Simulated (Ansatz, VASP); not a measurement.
**One calculation of Bi2Te3, two programs**

INCAR

```
SYSTEM = Bi2Te3
ALGO = Normal
EDIFF = 1E-8
ENCUT = 520
GGA = PE
ISIF = 2
ISMEAR = -1
LASPH = .True.
LCHARG = .False.
LEFG = .True.
LREAL = .False.
LWAVE = .False.
NBANDS = 32
NELM = 60
PREC = Accurate
SIGMA = 0.08
```

The input KPOINTS:

```
k-points
0
Gamma
  7 7 7
  0 0 0
```

Contents of POSCAR:

```
Bi2Te3
1.0
    2.1930005584      1.2661294627     10.0640133000
   -2.1930005584      1.2661294627     10.0640133000
    0.0000000000     -2.5322589254     10.0640133000
Bi Te
2 3
Direct
    0.4000000000      0.4000000000      0.4000000000
    0.6000000000      0.6000000000      0.6000000000
    0.0000000000      0.0000000000      0.0000000000
    0.2095000000      0.2095000000      0.2095000000
    0.7905000000      0.7905000000      0.7905000000
```

Input for Ansatz:

```yaml
crystal:
  lattice:
    - [2.1930005584, 1.2661294627, 10.0640133]
    - [-2.1930005584, 1.2661294627, 10.0640133]
    - [0.0, -2.5322589254, 10.0640133]
  atoms:
    - { symbol: Bi, position: [0.4, 0.4, 0.4] }
    - { symbol: Bi, position: [0.6, 0.6, 0.6] }
    - { symbol: Te, position: [0.0, 0.0, 0.0] }
    - { symbol: Te, position: [0.2095, 0.2095, 0.2095] }
    - { symbol: Te, position: [0.7905, 0.7905, 0.7905] }
kpoints:
  mp_grid: { grid: [7, 7, 7] }
scf:
  occupations: { method: fermi_dirac, width: 0.08 }
hamiltonian:
  xc: pbe
  pseudopotentials: { kind: all_electron, datasets: crystal }
output:
  forces: true
  stress: true
  eigenvalues: true
  efg: { contact_densities: true }
```

Change from the starting cell: zz strain of -1 %, crystal datasets.

Alike in both runs: task electric field gradients; functional PBE; k mesh 7 × 7 × 7; occupations fermi-dirac, width 0.08 eV; no spin polarisation.

|  | VASP | Ansatz |
| --- | --- | --- |
| version | VASP 6.6.1 | Ansatz 0.2.0 |
| potentials or method | VASP PAW PBE potentials, release 64 (Bi_d, Te), cutoff 520 eV | all-electron PAW with datasets made for the crystal, scalar-relativistic |

|  | VASP | Ansatz | Ansatz less VASP |
| --- | --- | --- | --- |
| pressure (GPa) | 2.5 | 2.5 | +0.03 |
| traceless stress, the component that is largest in VASP (GPa) | 0.10 | 0.10 | 0.000 |
| rms of the force components (eV/Å) | 0.020 | 0.017 | -0.0038 |
| size of Vzz on the site where it differs most (V/Å²) | 85.2 | 89.3 | +4.12 |

Atom by atom the forces differ by 0.005 eV/Å (rms over components). Ansatz ran all-electron here, and VASP with PAW potentials.

Neither program's run includes spin-orbit coupling.
